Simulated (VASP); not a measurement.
MnO2, 3 atoms in the cell. The structure is trigonal, space group P-3m1 (No. 164). Conventional cell: a = 2.536 Å, b = 2.536 Å, c = 4.086 Å, α = 90.00°, β = 90.00°, γ = 120.00°. Mn (site symmetry -3m) has 6 O at 1.69 Å within 2.2 Å. Within 2.3 Å of O (site symmetry 3m) lie 3 Mn at 1.69 Å and 3 O at 2.23 Å. 

| Item | Value |
| --- | --- |
| Program | VASP 6.6.1 |
| Task | single point |
| Functional | LDA |
| Potentials or basis | VASP PAW LDA potentials, release 64 (Mn_sv, O) |
| Cutoff | 700 eV |
| k mesh | 11 × 11 × 6 |
| Occupations | fermi-dirac, width 0.03 eV |
| Spin | no spin polarisation |
| Dipole correction | no |
| Further INCAR settings | ALGO = Normal; EDIFF = 1e-06; NBANDS = 20 |

Potentials or basis: VASP PAW LDA potentials, release 64 (Mn_sv, O).

Launch:

```sh
$ cat potpaw_LDA.64/Mn_sv/POTCAR potpaw_LDA.64/O/POTCAR > POTCAR
$ mpirun -np 1 vasp_std > vasp.out
```

Hardware: 1 thread of AMD EPYC 9R45 (Zen 5), with other jobs on the host.

**Question.** Estimate the wall time of this run.

**Answer.** It took 34 s on 1 thread of AMD EPYC 9R45 (Zen 5) (shared host), peak memory 0.14 GiB. Counts: scf iterations 14, k points 84.
